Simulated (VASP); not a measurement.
A run of VASP 6.6.1:

File INCAR:

```
SYSTEM = Hg
PREC = Accurate
ENCUT = 520
EDIFF = 1E-6
ISMEAR = -1
SIGMA = 0.08
LREAL = .FALSE.
LASPH = .TRUE.
NELM = 60
ALGO = Normal
ISIF = 2
LWAVE = .FALSE.
LCHARG = .FALSE.
GGA = PS
NBANDS = 19
```

File KPOINTS:

```
regular mesh
0
G
  15 15 8
  0 0 0
```

The input POSCAR:

```
Hg
1.0
    3.1005411913      0.0000000000      0.0000000000
   -1.5502705957      2.6851474372      0.0000000000
    0.0000000000      0.0000000000      5.0080246921
Hg
2
Direct
    0.3333333333      0.6666666667      0.2500000000
    0.6666666667      0.3333333333      0.7500000000
```

Potentials or basis: VASP PAW PBE potentials, release 64 (Hg).

Launch:

```bash
$ cat potpaw_PBE.64/Hg/POTCAR > POTCAR
$ mpirun -np 1 vasp_std > vasp.out
```

Hardware: 1 thread of Intel(R) Xeon(R) Platinum 8259CL CPU @ 2.50GHz (Skylake/Cascade Lake) (shared host).

Task: How long does it take, and how much memory?

Result: It took 92 s on 1 thread of Intel(R) Xeon(R) Platinum 8259CL CPU @ 2.50GHz (Skylake/Cascade Lake), on a shared host, peak memory 0.22 GiB. Counts: scf iterations 11, k points 135.
